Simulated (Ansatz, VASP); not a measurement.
**Two plane-wave programs on AgCl**

INCAR

```
SYSTEM = AgCl
PREC = Accurate
ENCUT = 520
EDIFF = 1E-7
ISMEAR = 0
SIGMA = 0.02
LREAL = .False.
LASPH = .True.
NELM = 60
ALGO = Normal
ISIF = 2
LWAVE = .False.
LCHARG = .False.
GGA = PS
NBANDS = 16
```

The input KPOINTS:

```
Automatic mesh
0
Gamma
  8 8 8
  0 0 0
```

File POSCAR:

```
AgCl
1.0
    0.0000000000      2.7731500000      2.7731500000
    2.7731500000      0.0000000000      2.7731500000
    2.7731500000      2.7731500000      0.0000000000
Ag Cl
1 1
Direct
    0.5000000000      0.5000000000      0.5000000000
   -0.0405675856      0.0405675856      0.0405675856
```

Input for Ansatz:

```yaml
crystal:
  lattice:
    - [0.0, 2.77315, 2.77315]
    - [2.77315, 0.0, 2.77315]
    - [2.77315, 2.77315, 0.0]
  atoms:
    - { symbol: Ag, position: [0.5, 0.5, 0.5] }
    - { symbol: Cl, position: [-0.0405675856, 0.0405675856, 0.0405675856] }
basis:
  ecutwfc: 420
kpoints:
  mp_grid: { grid: [8, 8, 8] }
hamiltonian:
  xc: pbesol
scf:
  occupations: { method: gaussian, width: 0.02 }
output:
  forces: true
  stress: true
  eigenvalues: true
```

Change from the starting cell: one atom moved.

Alike in both runs: task single point; functional PBEsol; k mesh 8 × 8 × 8; occupations gaussian, width 0.02 eV; no spin polarisation.

```csv
,VASP,Ansatz
version,VASP 6.6.1,Ansatz 0.2.0
potentials or method,"VASP PAW PBE potentials, release 64 (Ag, Cl), cutoff 520 eV","scalar-relativistic, plane waves, PAW"
valence electrons in the cell,18,26
```

|  | VASP | Ansatz | Ansatz less VASP |
| --- | --- | --- | --- |
| gap on the k mesh at the Fermi level (eV) | 0.80 | 0.80 | +0.003 |
| least direct gap on the mesh (eV) | 2.30 | 2.30 | +0.002 |
| pressure (GPa) | -1.9 | -1.8 | +0.09 |
| traceless stress, the component that is largest in VASP (GPa) | 1.55 | 1.55 | -0.001 |
| rms of the force components (eV/Å) | 0.159 | 0.160 | +0.0005 |

VASP's potentials were made for PBE, not for PBEsol. Atom by atom the forces differ by 0.000 eV/Å (rms over components). VASP's potentials hold 18 valence electrons a cell and Ansatz's 26, so a difference there can come from the potentials and not from the codes.
